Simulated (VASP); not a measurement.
# C (Cmme) in VASP: a series of runs

C is run at these levels: PBEsol; tasks: single point.

Everything below comes from runs of VASP 6.6.1. Logs are shortened: lines on timing, memory, paths and dates and some standing lists are left out, and cuts for length are marked.

**1. The cell of the first run**

The structure is orthorhombic, space group Cmme (No. 67). The conventional cell has a = 2.499 Å, b = 4.328 Å, c = 7.299 Å, α = 90.00°, β = 90.00°, γ = 90.00°. Within 1.9 Å of C (site symmetry m) lie 3 C at 1.44 Å.

**2. Single point, PBEsol**

INCAR reads:

```
SYSTEM = C
PREC = Accurate
ENCUT = 520
EDIFF = 1E-6
ISMEAR = -1
SIGMA = 0.15
LREAL = .False.
LASPH = .True.
NELM = 100
ALGO = Normal
ISIF = 2
LWAVE = .False.
LCHARG = .True.
GGA = PS
LELF = .True.
LVHAR = .True.
NBANDS = 16
```

KPOINTS reads:

```
regular mesh
0
Gamma
  11 11 4
  0 0 0
```

POSCAR reads:

```
C
1.0
    1.2495049820     -2.1642213811      0.0000000000
    1.2495049820      2.1642213811      0.0000000000
    0.0000000000      0.0000000000      7.2985925673
C
4
Direct
    0.0833800000      0.9166200000      0.7531400000
    0.5833800000      0.4166200000      0.2468600000
    0.9166200000      0.0833800000      0.2468600000
    0.4166200000      0.5833800000      0.7531400000
```

Potentials or basis: VASP PAW PBE potentials, release 64 (C).

Command:

```console
$ cat potpaw_PBE.64/C/POTCAR > POTCAR
$ mpirun -np 1 vasp_std > vasp.out
```

OUTCAR:

```text
SYSTEM = C
   PREC = Accurate
   ENCUT = 520
   EDIFF = 1E-6
   ISMEAR = -1
   LREAL = .False.
   LASPH = .True.
   NELM = 100
   ISIF = 2
   GGA = PS

 ion  position               nearest neighbor table
   1  0.083  0.917  0.753-   4 1.44   4 1.44   4 1.44
   2  0.583  0.417  0.247-   3 1.44   3 1.44   3 1.44
   3  0.917  0.083  0.247-   2 1.44   2 1.44   2 1.44
   4  0.417  0.583  0.753-   1 1.44   1 1.44   1 1.44

  LATTYP: Found a hexagonal cell.
 ALAT       =     2.4990231865
 C/A-ratio  =     2.9205781710

  Lattice vectors:

 A1 = (   1.2495049820,  -2.1642213811,   0.0000000000)
 A2 = (   1.2495049820,   2.1642213811,   0.0000000000)
 A3 = (   0.0000000000,   0.0000000000,   7.2985925673)

Analysis of symmetry for initial positions (statically):
=====================================================================
 Subroutine PRICEL returns:
 Original cell was already a primitive cell.

 Routine SETGRP: Setting up the symmetry group for a
 hexagonal supercell.

 Subroutine GETGRP returns: Found  8 space group operations
 (whereof  4 operations were pure point group operations)
 out of a pool of 24 trial point group operations.

The static configuration has the point symmetry C_2h.
 The point group associated with its full space group is D_2h.

Analysis of symmetry for dynamics (positions and initial velocities):
=====================================================================
 Subroutine PRICEL returns:
 Original cell was already a primitive cell.

 Routine SETGRP: Setting up the symmetry group for a
 hexagonal supercell.

 Subroutine GETGRP returns: Found  8 space group operations
 (whereof  4 operations were pure point group operations)
 out of a pool of 24 trial point group operations.

The dynamic configuration has the point symmetry C_2h.
 The point group associated with its full space group is D_2h.

 Subroutine INISYM returns: Found  8 space group operations
 (whereof  4 operations are pure point group operations),
 and found     1 'primitive' translations

----------------------------------------------------------------------------------------

                                     Primitive cell

  volume of cell :      39.4738

  direct lattice vectors                    reciprocal lattice vectors
     1.249504982 -2.164221381  0.000000000     0.400158469 -0.231029970  0.000000000
[... 90 lines left out ...]
   EDIFF  = 0.1E-05   stopping-criterion for ELM
   LREAL  =      F    real-space projection
   EDIFFG = 0.1E-04   stopping-criterion for IOM
   NSW    =      0    number of steps for IOM
   IBRION =     -1    ionic relax: 0-MD 1-quasi-New 2-CG
   NFREE  =      0    steps in history (QN), initial steepest desc. (CG)
   ISIF   =      2    stress and relaxation
   ISYM   =      2    0-nonsym 1-usesym 2-fastsym
   POTIM  = 0.5000    time-step for ionic-motion
   TEBEG  =    0.0;   TEEND  =   0.0 temperature during run
   PSTRESS=    0.0 pullay stress
   NELECT =      16.0000    total number of electrons
   NUPDOWN=      -1.0000    fix difference up-down
   EMIN   =  10.00;   EMAX   =-10.00  energy-range for DOS
   EFERMI =   0.00;   METHOD = LEGACY
   ISMEAR =    -1;   SIGMA  =   0.15  broadening in eV -4-tet -1-fermi 0-gaus
   EFERMI_NEDOS =   21; number of points for ismear=-14 and -15
   IALGO  =     38    algorithm
   IMIX   =      4    mixing-type and parameters
     AMIX     =   0.40;   BMIX     =  1.00
     AMIX_MAG =   1.60;   BMIX_MAG =  1.00
  volume/ion in A,a.u.               =       9.87        66.60
  Fermi-wavevector in a.u.,A,eV,Ry     =   1.211561  2.289518 19.971715  1.467880
  Thomas-Fermi vector in A             =   2.347073
   LORBIT       =      0    0 simple, 1 ext, 2 COOP (PROOUT), +10 PAW based schemes
   GGA     = PS    functional components
   LHFCALC =     F    Hartree Fock is set to
   AEXX    =    0.0000 exact exchange contribution
   IVDW    =     0    specifies the selected vdW correction
   LEPSILON=     F    determine dielectric tensor
   LRPA    =     F    only Hartree local field effects (RPA)
 non-spin polarized calculation
  energy-cutoff  :      520.00
  volume of cell :       39.47
 maximum number of plane-waves:      1095
   NGX =  9   NGY =  9   NGZ = 27

 number of electron      16.0000000 magnetization

 Free energy of the ion-electron system (eV)
  ---------------------------------------------------
  ext. energy  EPLUGINS =         0.00000000
  ---------------------------------------------------
  free energy    TOTEN  =       -38.51755683 eV

  energy without entropy =      -38.51415741  energy(sigma->0) =      -38.51585712

 E-fermi :   3.6966     XC(G=0):  -9.8749

 val. band max:        3.3729915119   @ k =   0.3636   0.3636   0.0000
 cond. band min:       4.2683213889   @ k =   0.3636   0.2727   0.0000
 fundamental gap:      0.8953298770
 Fermi energy:         3.6965708032

 k-point     1 :       0.0000    0.0000    0.0000
  band No.  band energies     occupation
      1     -15.5666      2.00000
      2     -15.4058      2.00000
      3      -4.3364      2.00000
      4      -3.0215      2.00000
      5       0.6513      2.00000
      6       0.6568      2.00000
[... 433 lines left out ...]
      3      -9.2360      2.00000
      4      -9.1456      2.00000
      5      -3.2367      2.00000
      6      -3.2021      2.00000
[... 8 lines left out ...]
     15      15.9939      0.00000
     16      18.8278      0.00000

 [... further k-points ...]

------------------------ aborting loop because EDIFF is reached ----------------------------------------

  FORCE on cell =-STRESS in cart. coord.  units (eV):
  Direction    XX          YY          ZZ          XY          YZ          ZX
  --------------------------------------------------------------------------------------
  -------------------------------------------------------------------------------------
  Total       -4.1046267     -4.0950867      0.0171328      0.0000000     -0.0000000      0.0000000
  in kB     -166.6001754   -166.2129617      0.6953925      0.0000000     -0.0000000      0.0000000
  external PRESSURE =    -110.7059149 kB  Pullay stress =       0.0000000 kB

 VOLUME and BASIS-vectors are now :
 -----------------------------------------------------------------------------
  energy-cutoff  :      520.00
  volume of cell :       39.47
      direct lattice vectors                 reciprocal lattice vectors
     1.249504982 -2.164221381  0.000000000     0.400158469 -0.231029970  0.000000000
     1.249504982  2.164221381  0.000000000     0.400158469  0.231029970  0.000000000
     0.000000000  0.000000000  7.298592567     0.000000000  0.000000000  0.137012717

 POSITION                                       TOTAL-FORCE (eV/Angst)
 -----------------------------------------------------------------------------------
      1.24950      1.80332      5.49686         0.000000      0.033019     -0.003807
      1.24950     -0.36091      1.80173         0.000000      0.033019      0.003807
      1.24950     -1.80332      1.80173         0.000000     -0.033019      0.003807
      1.24950      0.36091      5.49686         0.000000     -0.033019     -0.003807
 -----------------------------------------------------------------------------------
    total drift:                               -0.000000      0.000000     -0.000000

  FREE ENERGIE OF THE ION-ELECTRON SYSTEM (eV)
  ---------------------------------------------------
  free  energy   TOTEN  =       -38.5175568287 eV

  energy  without entropy=      -38.5141574058  energy(sigma->0) =      -38.51585712
```

OSZICAR:

```text
N       E                     dE             d eps       ncg     rms          rms(c)
DAV:   1     0.349717601618E+02    0.34972E+02   -0.77511E+03  3456   0.908E+02
DAV:   2    -0.375277164164E+02   -0.72499E+02   -0.65796E+02  4968   0.187E+02
DAV:   3    -0.405802965883E+02   -0.30526E+01   -0.30371E+01  4560   0.361E+01
DAV:   4    -0.406082967375E+02   -0.28000E-01   -0.27985E-01  4392   0.413E+00
DAV:   5    -0.406087917582E+02   -0.49502E-03   -0.49496E-03  4384   0.522E-01    0.853E+00
DAV:   6    -0.390258803481E+02    0.15829E+01   -0.10816E+00  4128   0.636E+00    0.495E+00
DAV:   7    -0.385120368587E+02    0.51384E+00   -0.13338E+00  4216   0.717E+00    0.122E+00
DAV:   8    -0.385181726829E+02   -0.61358E-02   -0.60149E-02  4176   0.145E+00    0.210E-01
DAV:   9    -0.385173201538E+02    0.85253E-03   -0.15189E-03  4384   0.261E-01    0.859E-02
DAV:  10    -0.385175593639E+02   -0.23921E-03   -0.64292E-04  3736   0.148E-01    0.615E-02
DAV:  11    -0.385175552659E+02    0.40980E-05   -0.20804E-05  4576   0.294E-02    0.144E-02
DAV:  12    -0.385175567739E+02   -0.15080E-05   -0.17400E-06  3872   0.953E-03    0.274E-03
DAV:  13    -0.385175568287E+02   -0.54757E-07   -0.30813E-07  3440   0.430E-03
   1 F= -.38517557E+02 E0= -.38515857E+02  d E =-.339942E-02
```

It took 51 s on 1 thread of AMD EPYC 7R43 (Zen 3), shared host; peak memory 0.14 GiB.

Results:

| Item | Value |
| --- | --- |
| Free energy | -38.5176 eV |
| Pressure | -11.1 GPa |
| Largest force | 0.033 eV/Å |

Forces on the atoms (eV/Å):
```
C    0.000  0.033 -0.004
C    0.000  0.033  0.004
C    0.000 -0.033  0.004
C    0.000 -0.033 -0.004
```

Stress tensor (GPa, compression positive):
```
-16.66   0.00   0.00
  0.00 -16.62   0.00
  0.00   0.00   0.07
```

Caveat: the cell stands under tension; this functional lacks dispersion, which binds the layers, so the pressure and a relaxed spacing across them are unreliable; the PAW data sets were made with another functional, which shifts forces and pressure a little.

**3. Single point, PBEsol**

This run uses another cell than the first one, of 10.12 Å³/atom.

INCAR reads:

```
SYSTEM = C
ALGO = Normal ; EDIFF = 1E-7
ENCUT = 520 ; GGA = PS
ISIF = 2 ; ISMEAR = -1
LASPH = .True. ; LCHARG = .False.
LREAL = .False. ; LWAVE = .False.
NBANDS = 16 ; NELM = 100
PREC = Accurate ; SIGMA = 0.15
```

KPOINTS reads:

```
k-points
0
Gamma
  11 11 4
  0 0 0
```

POSCAR reads:

```
C
1.0
    1.2599615768     -2.1823328623      0.0000000000
    1.2599615768      2.1823328623      0.0000000000
    0.0000000000      0.0000000000      7.3596714954
C
4
Direct
    0.0833800000      0.9166200000      0.7531400000
    0.5833800000      0.4166200000      0.2468600000
    0.9166200000      0.0833800000      0.2468600000
    0.4166200000      0.5833800000      0.7531400000
```

Potentials or basis: VASP PAW PBE potentials, release 64 (C).

Command:

```console
$ cat potpaw_PBE.64/C/POTCAR > POTCAR
$ mpirun -np 1 vasp_std > vasp.out
```

Wall time 57 s (1 thread of AMD EPYC 7R43 (Zen 3), shared host); peak memory 0.15 GiB.

It converged, with:

| Quantity | Value |
| --- | --- |
| Free energy | -38.4323 eV |
| Pressure | -16.4 GPa |
| Largest force | 0.031 eV/Å |

Forces on the atoms (eV/Å):
```
C    0.000  0.031 -0.003
C    0.000  0.031  0.003
C    0.000 -0.031  0.003
C    0.000 -0.031 -0.003
```

Stress tensor (GPa, compression positive):
```
-24.55   0.00   0.00
  0.00 -24.52   0.00
  0.00   0.00   0.02
```

Caveat: the cell stands under tension; this functional lacks dispersion, which binds the layers, so the pressure and a relaxed spacing across them are unreliable; the PAW data sets were made with another functional, which shifts forces and pressure a little.
